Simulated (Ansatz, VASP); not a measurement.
## Two plane-wave programs on Ga5As3P2

File INCAR:

```
  PREC = Accurate
  ENCUT = 520
  EDIFF = 1E-7
  ISMEAR = 0
  SIGMA = 0.1
  LREAL = F
  LASPH = T
  NELM = 100
  ALGO = Normal
  ISIF = 2
  LWAVE = F
  LCHARG = F
  GGA = PE
  NBANDS = 56
```

KPOINTS

```
Automatic mesh
0
Gamma
  6 6 6
```

File POSCAR:

```
Ga5As3P2
1.0
   -1.9334302300      1.9334302300     13.6714162900
    1.9334302300     -1.9334302300     13.6714162900
    1.9334302300      1.9334302300    -13.6714162900
Ga P As
5 2 3
Direct
    0.9000000000      0.9000000000      0.0000000000
    0.5000000000      0.5000000000      0.0000000000
    0.1000000000      0.1000000000      0.0000000000
    0.7000000000      0.7000000000      0.0000000000
    0.3000000000      0.3000000000      0.0000000000
    0.6500000000      0.1500000000      0.5000000000
    0.8500000000      0.3500000000      0.5000000000
    0.4500000000      0.9500000000      0.5000000000
    0.0500000000      0.5500000000      0.5000000000
    0.2500000000      0.7500000000      0.5000000000
```

Input for Ansatz:

```yaml
crystal:
  lattice:
    - [-1.93343023, 1.93343023, 13.67141629]
    - [1.93343023, -1.93343023, 13.67141629]
    - [1.93343023, 1.93343023, -13.67141629]
  atoms:
    - { symbol: Ga, position: [0.9, 0.9, 0.0] }
    - { symbol: Ga, position: [0.5, 0.5, 0.0] }
    - { symbol: Ga, position: [0.1, 0.1, 0.0] }
    - { symbol: Ga, position: [0.7, 0.7, 0.0] }
    - { symbol: Ga, position: [0.3, 0.3, 0.0] }
    - { symbol: P, position: [0.65, 0.15, 0.5] }
    - { symbol: P, position: [0.85, 0.35, 0.5] }
    - { symbol: As, position: [0.45, 0.95, 0.5] }
    - { symbol: As, position: [0.05, 0.55, 0.5] }
    - { symbol: As, position: [0.25, 0.75, 0.5] }
basis:
  ecutwfc: 420
kpoints:
  mp_grid: { grid: [6, 6, 6] }
hamiltonian:
  xc: pbe
scf:
  occupations: { method: gaussian, width: 0.1 }
  lower_state_search: "off"
output:
  forces: true
  stress: true
  eigenvalues: true
```

Alike in both runs: task single point; functional PBE; k mesh 6 × 6 × 6; occupations gaussian, width 0.1 eV; no spin polarisation.

|  | VASP | Ansatz |
| --- | --- | --- |
| version | VASP 6.6.1 | Ansatz 0.2.0 |
| potentials or method | VASP PAW PBE potentials, release 64 (Ga_d, P, As), cutoff 520 eV | scalar-relativistic, plane waves, PAW |
| valence electrons in the cell | 90 | 120 |

|  | VASP | Ansatz | Ansatz less VASP |
| --- | --- | --- | --- |
| gap on the k mesh at the Fermi level (eV) | 1.38 | 1.39 | +0.006 |
| least direct gap on the mesh (eV) | 1.39 | 1.40 | +0.006 |
| pressure (GPa) | 8.4 | 8.3 | -0.14 |
| traceless stress, the component that is largest in VASP (GPa) | -0.17 | -0.17 | +0.001 |
| rms of the force components (eV/Å) | 0.320 | 0.311 | -0.0087 |

Atom by atom the forces differ by 0.009 eV/Å (rms over components). VASP's potentials hold 90 valence electrons a cell and Ansatz's 120, so a difference there can come from the potentials and not from the codes.
